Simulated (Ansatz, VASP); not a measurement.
# Two plane-wave programs on Mg3Al3Pd2

```
Mg Al Pd
1.0
     5.46961    0.00000    0.00000
     0.00000    5.46961    0.00000
     0.00000    0.00000    5.46961
Mg Al Pd
3 3 2
Direct
  0.50000 0.00000 0.00000
  0.00000 0.50000 0.00000
  0.00000 0.00000 0.50000
  0.00000 0.50000 0.50000
  0.50000 0.00000 0.50000
  0.50000 0.50000 0.00000
  0.00000 0.00000 0.00000
  0.50000 0.50000 0.50000
```

Alike in both runs: functional PBE; k mesh 8 × 8 × 8; occupations gaussian, width 0.1 eV; no spin polarisation.

Ansatz relaxed the structure, and its values are those at the end. VASP's run is a single point on that final structure, the one shown.

```csv
,VASP,Ansatz
version,VASP 6.6.1,Ansatz 0.2.0
potentials or method,"VASP PAW PBE potentials, release 64 (Mg, Al, Pd), cutoff 520 eV","scalar-relativistic, plane waves, PAW"
valence electrons in the cell,35,75
```

```tsv
	VASP	Ansatz	Ansatz less VASP
gap on the k mesh at the Fermi level (eV)	none	none	-
pressure (GPa)	0.0	0.0	+0.05
```

A gap of «none» marks a metal or a gap that the smearing closes. VASP's potentials hold 35 valence electrons a cell and Ansatz's 75, so a difference there can come from the potentials and not from the codes.
